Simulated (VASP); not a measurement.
# Sn2C (P3m1) in VASP: settings compared

Sn2C is run at these levels: PBE, r2SCAN; tasks: single point.

Program: VASP 6.6.1. These are calculated values, not measurements. Logs are shortened: lines on timing, memory, paths and dates and some standing lists are left out, and cuts for length are marked.

### 1 The cell of the first run

It takes space group P3m1 (No. 156, trigonal). Conventional cell: a = 3.525 Å, b = 3.525 Å, c = 12.186 Å, α = 90.00°, β = 90.00°, γ = 120.00°. C (site symmetry 3m) has 4 Sn at 2.17 to 2.22 Å within 2.9 Å. C (site symmetry 3m) has 4 Sn at 2.19 to 2.20 Å within 2.9 Å. Sn (site symmetry 3m) has 10 Sn at 2.98 to 3.81 Å within 3.9 Å. Within 2.9 Å of Sn (site symmetry 3m) lie 4 C at 2.17 to 2.20 Å. Within 3.0 Å of Sn (site symmetry 3m) lie 3 C at 2.19 Å and 1 Sn at 2.98 Å. Within 2.9 Å of Sn (site symmetry 3m) lie 1 C at 2.22 Å.

### 2 Single point, PBE

Input file INCAR:

```
SYSTEM = Sn2C
PREC     = Accurate       ! precision mode
ENCUT    = 520            ! plane-wave cutoff, eV
EDIFF    = 1E-6           ! SCF threshold, eV
ISMEAR   = -1             ! smearing method
SIGMA    = 0.02           ! smearing width, eV
LREAL    = .False.        ! projectors in reciprocal space
LASPH    = .True.         ! aspherical terms in the spheres
NELM     = 60             ! most SCF steps
ALGO     = Normal         ! electronic algorithm
ISIF     = 2              ! what is computed and relaxed
LWAVE    = .False.        ! write WAVECAR
LCHARG   = .False.        ! write CHGCAR
GGA      = PE             ! functional
NBANDS   = 41             ! bands
```

Input file KPOINTS:

```
regular mesh
0
Gamma
  12 12 4
  0 0 0
```

Input file POSCAR:

```
Sn2C
1.0
    3.5253315370      0.0000000000      0.0000000000
   -1.7626657685      3.0530266678      0.0000000000
    0.0000000000      0.0000000000     12.1860841621
C Sn
2 4
Direct
    0.0000000000      0.0000000000     -0.0439338019
    0.6666666667      0.3333333333      0.7127662897
    0.3333333333      0.6666666667      0.4024189451
    0.6666666667      0.3333333333      0.8935247612
    0.3333333333      0.6666666667      0.6472012815
    0.0000000000      0.0000000000      0.1380225244
```

Potentials or basis: VASP PAW PBE potentials, release 64 (C, Sn_d).

The run is started by

```console
cat potpaw_PBE.64/C/POTCAR potpaw_PBE.64/Sn_d/POTCAR > POTCAR
mpirun -np 1 vasp_std > vasp.out
```

OUTCAR:

```text
SYSTEM = Sn2C
   PREC = Accurate
   ENCUT = 520
   EDIFF = 1E-6
   ISMEAR = -1
   LREAL = .False.
   LASPH = .True.
   NELM = 60
   ISIF = 2
   GGA = PE

 ion  position               nearest neighbor table
   1  0.000  0.000  0.956-   4 2.17   4 2.17   4 2.17   6 2.22
   2  0.667  0.333  0.713-   5 2.19   5 2.19   5 2.19   4 2.20
   3  0.333  0.667  0.402-   5 2.98
   4  0.667  0.333  0.894-   1 2.17   1 2.17   1 2.17   2 2.20   6 3.61   6 3.61   6 3.61   5 3.63
                             5 3.63   5 3.63
   5  0.333  0.667  0.647-   2 2.19   2 2.19   2 2.19   3 2.98   4 3.63   4 3.63   4 3.63
   6  0.000  0.000  0.138-   1 2.22   4 3.61   4 3.61   4 3.61

  LATTYP: Found a hexagonal cell.
 ALAT       =     3.5253315370
 C/A-ratio  =     3.4567200373

  Lattice vectors:

 A1 = (   3.5253315370,   0.0000000000,   0.0000000000)
 A2 = (  -1.7626657685,   3.0530266678,   0.0000000000)
 A3 = (   0.0000000000,   0.0000000000,  12.1860841621)

Analysis of symmetry for initial positions (statically):
=====================================================================
 Subroutine PRICEL returns:
 Original cell was already a primitive cell.

 Routine SETGRP: Setting up the symmetry group for a
 hexagonal supercell.

 Subroutine GETGRP returns: Found  6 space group operations
 (whereof  6 operations were pure point group operations)
 out of a pool of 24 trial point group operations.

The static configuration has the point symmetry C_3v.

Analysis of symmetry for dynamics (positions and initial velocities):
=====================================================================
 Subroutine PRICEL returns:
 Original cell was already a primitive cell.

 Routine SETGRP: Setting up the symmetry group for a
 hexagonal supercell.

 Subroutine GETGRP returns: Found  6 space group operations
 (whereof  6 operations were pure point group operations)
 out of a pool of 24 trial point group operations.

The dynamic configuration has the point symmetry C_3v.

 Subroutine INISYM returns: Found  6 space group operations
 (whereof  6 operations are pure point group operations),
 and found     1 'primitive' translations

----------------------------------------------------------------------------------------

                                     Primitive cell

  volume of cell :     131.1580

  direct lattice vectors                    reciprocal lattice vectors
     3.525331537  0.000000000  0.000000000     0.283661264  0.163771907  0.000000000
    -1.762665769  3.053026668  0.000000000     0.000000000  0.327543814  0.000000000
     0.000000000  0.000000000 12.186084162     0.000000000  0.000000000  0.082060815

  length of vectors
     3.525331537  3.525331537 12.186084162     0.327543814  0.327543814  0.082060815

  position of ions in fractional coordinates (direct lattice)
     0.000000000  0.000000000  0.956066198
     0.666666667  0.333333333  0.712766290
     0.333333333  0.666666667  0.402418945
     0.666666667  0.333333333  0.893524761
     0.333333333  0.666666667  0.647201282
     0.000000000  0.000000000  0.138022524

  ion indices of the primitive-cell ions
   primitive index   ion index
                 1           1
                 2           2
                 3           3
                 4           4
                 5           5
                 6           6

----------------------------------------------------------------------------------------

 KPOINTS: regular mesh

Automatic generation of k-mesh.
 Grid dimensions read from file:
 generate k-points for:   12   12    4

 Generating k-lattice:

  Cartesian coordinates                     Fractional coordinates (reciprocal lattice)
     0.023638439  0.013647659  0.000000000     0.083333333  0.000000000  0.000000000
     0.000000000  0.027295318  0.000000000     0.000000000  0.083333333  0.000000000
     0.000000000  0.000000000  0.020515204     0.000000000  0.000000000  0.250000000

  Length of vectors
     0.027295318  0.027295318  0.020515204

  Shift w.r.t. Gamma in fractional coordinates (k-lattice)
     0.000000000  0.000000000  0.000000000

 Subroutine IBZKPT returns following result:
 ===========================================

 Found     69 irreducible k-points:

 Following reciprocal coordinates:
            Coordinates               Weight
  0.000000  0.000000  0.000000      1.000000
  0.083333 -0.000000  0.000000      6.000000
  0.166667 -0.000000  0.000000      6.000000
  0.250000 -0.000000  0.000000      6.000000
  0.333333  0.000000  0.000000      6.000000
  0.416667  0.000000  0.000000      6.000000
[... 16 lines left out ...]
  0.166667 -0.000000  0.250000      6.000000
  0.000000  0.166667  0.250000      6.000000
 [... further k-points ...]
   k-points           NKPTS =     69   k-points in BZ     NKDIM =     69   number of bands    NBANDS=     41
   number of dos      NEDOS =    301   number of ions     NIONS =      6
   total plane-waves  NPLWV =  75264
[... 37 lines left out ...]
  Fermi-wavevector in a.u.,A,eV,Ry     =   1.288853  2.435578 22.601195  1.661141
  Thomas-Fermi vector in A             =   2.420781
   LORBIT       =      0    0 simple, 1 ext, 2 COOP (PROOUT), +10 PAW based schemes
   GGA     = PE    functional components
   LHFCALC =     F    Hartree Fock is set to
   AEXX    =    0.0000 exact exchange contribution
   IVDW    =     0    specifies the selected vdW correction
   LEPSILON=     F    determine dielectric tensor
   LRPA    =     F    only Hartree local field effects (RPA)
 non-spin polarized calculation
  energy-cutoff  :      520.00
  volume of cell :      131.16
 maximum number of plane-waves:      3609
 NGX is ok and might be reduce to    28
   NGX = 13   NGY = 13   NGZ = 45

 number of electron      63.9999993 magnetization

 Free energy of the ion-electron system (eV)
  ---------------------------------------------------
  ext. energy  EPLUGINS =         0.00000000
  ---------------------------------------------------
  free energy    TOTEN  =       -29.73146956 eV

  energy without entropy =      -29.72757208  energy(sigma->0) =      -29.72952082

 E-fermi :   6.6296     XC(G=0): -10.0827

 val. band max:        6.6233359772   @ k =   0.4167   0.0000   0.0000
 cond. band min:       6.6496624589   @ k =   0.1667  -0.0000   0.5000
 fundamental gap:      0.0263264817
 Fermi energy:         6.6295980764

 k-point     1 :       0.0000    0.0000    0.0000
  band No.  band energies     occupation
      1     -14.6203      2.00000
      2     -14.6203      2.00000
      3     -14.5843      2.00000
      4     -14.5646      2.00000
      5     -14.5646      2.00000
      6     -14.5121      2.00000
[... 33 lines left out ...]
     40      13.0072      0.00000
     41      13.6649      0.00000

 k-point     2 :       0.0833   -0.0000    0.0000
  band No.  band energies     occupation
      1     -14.6211      2.00000
      2     -14.6143      2.00000
      3     -14.5808      2.00000
      4     -14.5653      2.00000
      5     -14.5586      2.00000
      6     -14.5152      2.00000
[... 33 lines left out ...]
     40      12.8045      0.00000
     41      13.3735      0.00000

 k-point     3 :       0.1667   -0.0000    0.0000
  band No.  band energies     occupation
      1     -14.6245      2.00000
      2     -14.5979      2.00000
      3     -14.5714      2.00000
      4     -14.5665      2.00000
      5     -14.5421      2.00000
      6     -14.5234      2.00000
[... 33 lines left out ...]
     40      12.5043      0.00000
     41      13.1394      0.00000

 k-point     4 :       0.2500   -0.0000    0.0000
  band No.  band energies     occupation
      1     -14.6305      2.00000
      2     -14.5755      2.00000
      3     -14.5735      2.00000
      4     -14.5534      2.00000
      5     -14.5345      2.00000
      6     -14.5214      2.00000
[... 825 lines left out ...]
     40      12.9389      0.00000
     41      13.2589      0.00000

 k-point    23 :       0.1667   -0.0000    0.2500
  band No.  band energies     occupation
      1     -14.6245      2.00000
      2     -14.5979      2.00000
      3     -14.5714      2.00000
      4     -14.5665      2.00000
      5     -14.5422      2.00000
      6     -14.5234      2.00000
[... 33 lines left out ...]
     40      12.6046      0.00000
     41      13.0522      0.00000

 k-point    24 :       0.0000    0.1667    0.2500
  band No.  band energies     occupation
      1     -14.6245      2.00000
      2     -14.5979      2.00000
      3     -14.5715      2.00000
      4     -14.5664      2.00000
      5     -14.5422      2.00000
      6     -14.5234      2.00000
[... 33 lines left out ...]
     40      12.5959      0.00000
     41      13.0250      0.00000

 [... further k-points ...]

------------------------ aborting loop because EDIFF is reached ----------------------------------------

  FORCE on cell =-STRESS in cart. coord.  units (eV):
  Direction    XX          YY          ZZ          XY          YZ          ZX
  --------------------------------------------------------------------------------------
  -------------------------------------------------------------------------------------
  Total       -0.0482945     -0.0482945      0.0007030      0.0000000      0.0000000      0.0000000
  in kB       -0.5899471     -0.5899471      0.0085879      0.0000000      0.0000000      0.0000000
  external PRESSURE =      -0.3904355 kB  Pullay stress =       0.0000000 kB

 VOLUME and BASIS-vectors are now :
 -----------------------------------------------------------------------------
  energy-cutoff  :      520.00
  volume of cell :      131.16
      direct lattice vectors                 reciprocal lattice vectors
     3.525331537  0.000000000  0.000000000     0.283661264  0.163771907  0.000000000
    -1.762665769  3.053026668  0.000000000     0.000000000  0.327543814  0.000000000
     0.000000000  0.000000000 12.186084162     0.000000000  0.000000000  0.082060815

 POSITION                                       TOTAL-FORCE (eV/Angst)
 -----------------------------------------------------------------------------------
      0.00000      0.00000     11.65070        -0.000000     -0.000000     -0.003498
      1.76267      1.01768      8.68583        -0.000000      0.000000     -0.000367
     -0.00000      2.03535      4.90391        -0.000000      0.000000     -0.000207
      1.76267      1.01768     10.88857         0.000000     -0.000000     -0.000184
     -0.00000      2.03535      7.88685         0.000000      0.000000     -0.003526
      0.00000      0.00000      1.68195        -0.000000      0.000000      0.007781
 -----------------------------------------------------------------------------------
    total drift:                               -0.000000     -0.000000      0.000432

  FREE ENERGIE OF THE ION-ELECTRON SYSTEM (eV)
  ---------------------------------------------------
  free  energy   TOTEN  =       -29.7314695552 eV

  energy  without entropy=      -29.7275720782  energy(sigma->0) =      -29.72952082
```

Wall time 12 min (1 thread of Intel Xeon 8259CL, shared host); peak memory 0.44 GiB.

Results:

* Free energy: -29.7315 eV
* Pressure: 0.0 GPa
* Largest force: 0.008 eV/Å
* Band gap on the k mesh: zero (bands 32 and 33 overlap by 3.25 eV)

Forces in eV/Å, atoms in the order of the input:
```
C    0.000  0.000 -0.003
C    0.000  0.000  0.000
Sn   0.000  0.000  0.000
Sn   0.000  0.000  0.000
Sn   0.000  0.000 -0.004
Sn   0.000  0.000  0.008
```

Caveat: spin-orbit coupling is left out, which moves the levels of the heavy elements.

### 3 Single point, PBE

This run uses another cell than the first one, of 21.92 Å³/atom.

Input file INCAR:

```
ALGO = Normal
EDIFF = 1E-6
ENCUT = 520
GGA = PE
ISIF = 2
ISMEAR = -1
LASPH = True
LCHARG = True
LELF = True
LREAL = False
LVHAR = True
LWAVE = False
NBANDS = 41
NELM = 100
PREC = Accurate
SIGMA = 0.02
```

Input file KPOINTS:

```
k-points
0
Gamma
  12 12 2
```

Input file POSCAR:

```
Sn2C
1.0
    3.4907187065      0.0000000000      0.0000000000
   -1.7453593533      3.0230510773      0.0000000000
    0.0000000000      0.0000000000     12.4658836216
C Sn
2 4
Direct
    0.0000000000      0.0000000000     -0.0478175742
    0.6666666667      0.3333333333      0.7155735756
    0.3333333333      0.6666666667      0.4149669178
    0.6666666667      0.3333333333      0.8898880635
    0.3333333333      0.6666666667      0.6502236837
    0.0000000000      0.0000000000      0.1271653337
```

Potentials or basis: VASP PAW PBE potentials, release 64 (C, Sn_d).

The run is started by

```console
cat potpaw_PBE.64/C/POTCAR potpaw_PBE.64/Sn_d/POTCAR > POTCAR
mpirun -np 1 vasp_std > vasp.out
```

Wall time 8.2 min (1 thread of Intel Xeon 8259CL, shared host); peak memory 0.35 GiB.

Results (log left out):

- Free energy: -29.6871 eV
- Pressure: 1.8 GPa
- Largest force: 0.263 eV/Å
- Band gap on the k mesh: zero (bands 32 and 33 overlap by 3.40 eV)

Forces on the atoms (eV/Å):
```
C    0.000  0.000 -0.026
C    0.000  0.000  0.011
Sn   0.000  0.000 -0.168
Sn   0.000  0.000  0.009
Sn   0.000  0.000 -0.089
Sn   0.000  0.000  0.263
```

Stress tensor (GPa, compression positive):
```
1.74 0.00 0.00
0.00 1.74 0.00
0.00 0.00 1.95
```

Levels at points of the mesh, in eV from the Fermi level:
```tsv
k point	band 29	band 30	band 31	band 32	band 33	band 34	band 35	band 36
(0.00, 0.00, 0.00)	-0.49	0.09	0.09	2.19	2.67	3.77	5.63	6.10
(0.50, 0.00, 0.00)	-2.26	-1.98	-1.64	-1.37	0.02	2.59	2.84	3.58
(0.00, 0.00, 0.50)	-0.18	0.09	0.09	1.01	2.96	4.03	5.53	6.05
(0.50, 0.00, 0.50)	-2.26	-1.61	-1.37	-1.28	-0.55	2.30	3.35	3.65
```

Caveat: spin-orbit coupling is left out, which moves the levels of the heavy elements.

### 4 Single point, r2SCAN

This run uses another cell than the first one, of 21.92 Å³/atom.

POSCAR is that of step 3.

Input file INCAR.step1:

```
PREC = Accurate ; ENCUT = 520
ISMEAR = -1 ; SIGMA = 0.02
LREAL = False ; LASPH = True
NELM = 80 ; NBANDS = 41
GGA = PE ; ALGO = Normal
EDIFF = 1E-4 ; LWAVE = True
LCHARG = False
```

Input file INCAR.step2:

```
PREC = Accurate ; ENCUT = 520
EDIFF = 1E-7 ; ISMEAR = -1
SIGMA = 0.02 ; LREAL = False
LASPH = True ; NELM = 80
ALGO = Normal ; ISIF = 2
LWAVE = False ; LCHARG = True
METAGGA = R2SCAN ; LMIXTAU = True
LELF = True ; LVHAR = True
NBANDS = 41 ; ISTART = 1
```

Input file KPOINTS:

```
Automatic mesh
0
Gamma
  12 12 2
```

The run is started by

```console
cat potpaw_PBE.64/C/POTCAR potpaw_PBE.64/Sn_d/POTCAR > POTCAR
cp INCAR.step1 INCAR
mpirun -np 1 vasp_std > vasp.out
cp INCAR.step2 INCAR
mpirun -np 1 vasp_std > vasp.out
```

Run time: 33 min. Hardware: 1 thread of Intel Xeon 8259CL, shared host; peak memory 0.39 GiB.

The run converged. Its results:

- Free energy: -114.7145 eV
- Pressure: 0.1 GPa
- Largest force: 0.027 eV/Å
- Band gap on the k mesh: zero (bands 32 and 33 overlap by 3.69 eV)

Forces on the atoms (eV/Å):
```
C    0.000  0.000 -0.008
C    0.000  0.000  0.004
Sn   0.000  0.000 -0.008
Sn   0.000  0.000  0.002
Sn   0.000  0.000 -0.017
Sn   0.000  0.000  0.027
```

Levels at points of the mesh, in eV from the Fermi level:
```csv
k point,band 28,band 29,band 30,band 31,band 32,band 33,band 34,band 35,band 36,band 37
"(0.00, 0.00, 0.00)",-0.52,-0.52,0.09,0.09,2.47,2.98,4.14,5.99,6.45,6.45
"(0.50, 0.00, 0.00)",-2.63,-2.37,-2.09,-1.71,-1.44,0.00,2.87,3.16,3.81,4.22
"(0.00, 0.00, 0.50)",-0.52,-0.20,0.09,0.09,1.25,3.33,4.42,5.91,6.41,6.41
"(0.50, 0.00, 0.50)",-2.77,-2.37,-1.71,-1.44,-1.33,-0.58,2.57,3.68,3.88,4.12
```

Caveat: the PAW data sets were made with another functional, which shifts forces and pressure a little; spin-orbit coupling is left out, which moves the levels of the heavy elements.

### 5 Single point, r2SCAN

This run uses another cell than the first one, of 21.92 Å³/atom.

POSCAR is that of step 4.

Input file INCAR.step1:

```
SYSTEM = Sn2C
ALGO = Normal
EDIFF = 1E-4
ENCUT = 520
GGA = PE
ISMEAR = -1
LASPH = .TRUE.
LCHARG = .FALSE.
LREAL = .FALSE.
LWAVE = .TRUE.
NBANDS = 41
NELM = 100
PREC = Accurate
SIGMA = 0.02
```

Input file INCAR.step2:

```
SYSTEM = Sn2C
ALGO = Normal
EDIFF = 1E-6
ENCUT = 520
ISIF = 2
ISMEAR = -1
ISTART = 1
LASPH = .TRUE.
LCHARG = .FALSE.
LMIXTAU = .TRUE.
LREAL = .FALSE.
LWAVE = .FALSE.
METAGGA = R2SCAN
NBANDS = 41
NELM = 100
PREC = Accurate
SIGMA = 0.02
```

Input file KPOINTS:

```
k-points
0
G
  12 12 2
  0 0 0
```

The run is started by

```console
cat potpaw_PBE.64/C/POTCAR potpaw_PBE.64/Sn_d/POTCAR > POTCAR
cp INCAR.step1 INCAR
mpirun -np 1 vasp_std > vasp.out
cp INCAR.step2 INCAR
mpirun -np 1 vasp_std > vasp.out
```

Run time: 26 min. Hardware: 1 thread of Intel Xeon 8259CL, shared host; peak memory 0.39 GiB.

It converged, with:

| Item | Value |
| --- | --- |
| Free energy | -114.7145 eV |
| Pressure | 0.1 GPa |
| Largest force | 0.027 eV/Å |
| Band gap on the k mesh | zero (bands 32 and 33 overlap by 3.69 eV) |

Forces in eV/Å, atoms in the order of the input:
```
C    0.000  0.000 -0.008
C    0.000  0.000  0.004
Sn   0.000  0.000 -0.009
Sn   0.000  0.000  0.002
Sn   0.000  0.000 -0.017
Sn   0.000  0.000  0.027
```

Levels at points of the mesh, in eV from the Fermi level:
```csv
k point,band 29,band 30,band 31,band 32,band 33,band 34,band 35,band 36
"(0.00, 0.00, 0.00)",-0.52,0.09,0.09,2.47,2.98,4.14,5.99,6.45
"(0.50, 0.00, 0.00)",-2.37,-2.09,-1.71,-1.44,0.00,2.87,3.16,3.81
"(0.00, 0.00, 0.50)",-0.20,0.09,0.09,1.25,3.33,4.42,5.91,6.41
"(0.50, 0.00, 0.50)",-2.37,-1.71,-1.44,-1.33,-0.58,2.57,3.68,3.88
```

Caveat: the PAW data sets were made with another functional, which shifts forces and pressure a little; spin-orbit coupling is left out, which moves the levels of the heavy elements.

### 6 Summary

| level | cell | k mesh | gap on the mesh (eV) | pressure (GPa) | largest force (eV/Å) |
| --- | --- | --- | --- | --- | --- |
| PBE | a = 3.525, b = 3.525, c = 12.186 Å, angles 90.0, 90.0, 120.0°, 6 atoms, atomic positions A | 12 × 12 × 4 | none | 0.0 | 0.01 |
| PBE | a = 3.491, b = 3.491, c = 12.466 Å, angles 90.0, 90.0, 120.0°, 6 atoms, atomic positions B | 12 × 12 × 2 | none | 1.8 | 0.26 |
| r2SCAN | a = 3.491, b = 3.491, c = 12.466 Å, angles 90.0, 90.0, 120.0°, 6 atoms, atomic positions B | 12 × 12 × 2 | none | 0.1 | 0.03 |

Alike in all rows: task single point; potentials or basis VASP PAW PBE potentials, release 64 (C, Sn_d); no spin polarisation; cutoff (eV) 520; smearing fermi-dirac 0.02 eV.

Caveats: spin-orbit coupling is left out, which moves the levels of the heavy elements; the PAW data sets were made with another functional, which shifts forces and pressure a little (at least some runs).

Total energies depend on the potentials used, so only differences within one code and one set of settings carry meaning.

The gap in the log of VASP goes by the Fermi energy; the results here count the filled bands.